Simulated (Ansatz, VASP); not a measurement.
PbSe: VASP beside Ansatz

The input POSCAR:

```
PbSe
1.0
    0.0000000000      3.3886239540      3.3886239540
    3.3886239540      0.0000000000      3.3886239540
    3.3886239540      3.3886239540      0.0000000000
Pb Se
1 1
Direct
    0.0000000000      0.0000000000      0.0000000000
    0.2500000000      0.2500000000      0.2500000000
```

INCAR.step1

```
PREC = Accurate
ENCUT = 520
ISMEAR = 0
SIGMA = 0.01
LREAL = False
LASPH = True
NELM = 100
NBANDS = 17
GGA = PE
ALGO = Normal
EDIFF = 1E-4
LWAVE = True
LCHARG = False
```

File INCAR.step2:

```
PREC = Accurate
ENCUT = 520
EDIFF = 1E-7
ISMEAR = 0
SIGMA = 0.01
LREAL = False
LASPH = True
NELM = 100
ALGO = Normal
ISIF = 2
LWAVE = False
LCHARG = False
METAGGA = R2SCAN
LMIXTAU = True
NBANDS = 17
ISTART = 1
```

The input KPOINTS:

```
regular mesh
0
Gamma
  6 6 6
```

Input for Ansatz:

```yaml
crystal:
  lattice:
    - [0.0, 3.388623954, 3.388623954]
    - [3.388623954, 0.0, 3.388623954]
    - [3.388623954, 3.388623954, 0.0]
  atoms:
    - { symbol: Pb, position: [0.0, 0.0, 0.0] }
    - { symbol: Se, position: [0.25, 0.25, 0.25] }
kpoints:
  mp_grid: { grid: [6, 6, 6] }
hamiltonian:
  xc: r2scan
scf:
  occupations: { method: fixed }
  n_extra_bands: 4
output:
  forces: true
  stress: true
  eigenvalues: true
```

Alike in both runs: task single point; functional r2SCAN; k mesh 6 × 6 × 6; no spin polarisation.

```csv
,VASP,Ansatz
version,VASP 6.6.1,Ansatz 0.2.0
potentials or method,"VASP PAW PBE potentials, release 64 (Pb_d, Se)","plane waves, PAW"
plane-wave cutoff (eV),520,500
occupations,"gaussian, width 0.01 eV",fixed
valence electrons in the cell,20,30
```

```csv
,VASP,Ansatz,Ansatz less VASP
gap on the k mesh at the Fermi level (eV),0.86,0.86,+0.001
pressure (GPa),1.1,1.1,-0.01
```

VASP's potentials were made for PBE, not for r2SCAN. VASP's potentials hold 20 valence electrons a cell and Ansatz's 30, so a difference there can come from the potentials and not from the codes.

Spin-orbit coupling is off throughout.
